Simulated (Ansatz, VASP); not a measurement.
# TiO2: VASP beside Ansatz

Contents of INCAR:

```
PREC     = Accurate       # precision mode
ENCUT    = 520            # plane-wave cutoff, eV
EDIFF    = 1E-6           # SCF threshold, eV
ISMEAR   = -1             # smearing method
SIGMA    = 0.05           # smearing width, eV
LREAL    = False          # projectors in reciprocal space
LASPH    = True           # aspherical terms in the spheres
NELM     = 100            # most SCF steps
ALGO     = Normal         # electronic algorithm
ISIF     = 2              # what is computed and relaxed
LWAVE    = False          # write WAVECAR
LCHARG   = False          # write CHGCAR
GGA      = RE             # functional
NBANDS   = 46             # bands
```

File KPOINTS:

```
regular mesh
0
Gamma
  9 6 4
```

File POSCAR:

```
TiO2
1.0
    2.9682645463      0.0000000000      0.0000000000
    0.0002080834      4.7076067549      0.0000000000
    1.4835696211      0.2423534620      7.0834647979
Ti O
3 6
Direct
    0.0033718700      0.0003888100      0.0007031900
    0.3446402100      0.4802596500      0.3169598700
    0.6617081400      0.5204743600      0.6844963600
    0.4400381600      0.1854376900      0.1285388000
    0.7779263400      0.2977287500      0.4518780700
    0.1012362400      0.3089534200      0.8062432200
    0.9064972100      0.6918369900      0.1951715700
    0.2294071500      0.7030072800      0.5495147300
    0.5680256700      0.8153000600      0.8728271800
```

Contents of input.yaml:

```yaml
crystal:
  lattice:
    - [2.9682645463, 0.0, 0.0]
    - [0.0002080834, 4.7076067549, 0.0]
    - [1.4835696211, 0.242353462, 7.0834647979]
  atoms:
    - { symbol: Ti, position: [0.00337187, 0.00038881, 0.00070319] }
    - { symbol: Ti, position: [0.34464021, 0.48025965, 0.31695987] }
    - { symbol: Ti, position: [0.66170814, 0.52047436, 0.68449636] }
    - { symbol: O, position: [0.44003816, 0.18543769, 0.1285388] }
    - { symbol: O, position: [0.77792634, 0.29772875, 0.45187807] }
    - { symbol: O, position: [0.10123624, 0.30895342, 0.80624322] }
    - { symbol: O, position: [0.90649721, 0.69183699, 0.19517157] }
    - { symbol: O, position: [0.22940715, 0.70300728, 0.54951473] }
    - { symbol: O, position: [0.56802567, 0.81530006, 0.87282718] }
hamiltonian:
  xc: revpbe
  pseudopotentials: { kind: paw }
kpoints:
  mp_grid: { grid: [9, 6, 4] }
  band_path:
    path:
      - [[0.0, 0.0, 0.5], [0.0, 0.0, 0.0], [0.0, 0.5, 0.0]]
      - [[0.0, 0.5, 0.5], [0.0, 0.0, 0.0], [-0.5, -0.5, -0.5]]
      - [[-0.5, -0.5, 0.0], [0.0, 0.0, 0.0], [-0.5, 0.0, -0.5]]
      - [[-0.5, 0.0, 0.0], [0.0, 0.0, 0.0]]
    npoints: 10
scf:
  occupations: { method: fermi_dirac, width: 0.05 }
  n_extra_bands: 22
output:
  forces: true
  stress: true
  eigenvalues: true
  fatbands: false
```

Alike in both runs: functional revPBE; k mesh 9 × 6 × 4; occupations fermi-dirac, width 0.05 eV; no spin polarisation.

|  | VASP | Ansatz |
| --- | --- | --- |
| version | VASP 6.6.1 | Ansatz 0.2.0 |
| potentials or method | VASP PAW PBE potentials, release 64 (Ti_sv, O) | Ansatz PAW |
| plane-wave cutoff (eV) | 520 | 420 |
| valence electrons in the cell | 72 | 72 |
| task | single point | band structure |

```csv
,VASP,Ansatz,Ansatz less VASP
gap on the k mesh at the Fermi level (eV),2.26,2.29,+0.025
least direct gap on the mesh (eV),2.32,2.35,+0.025
pressure (GPa),7.8,7.2,-0.64
"traceless stress, the component that is largest in VASP (GPa)",-0.08,-0.08,-0.004
rms of the force components (eV/Å),0.093,0.078,-0.0152
```

VASP's potentials were made for PBE, not for revPBE. Atom by atom the forces differ by 0.021 eV/Å (rms over components).
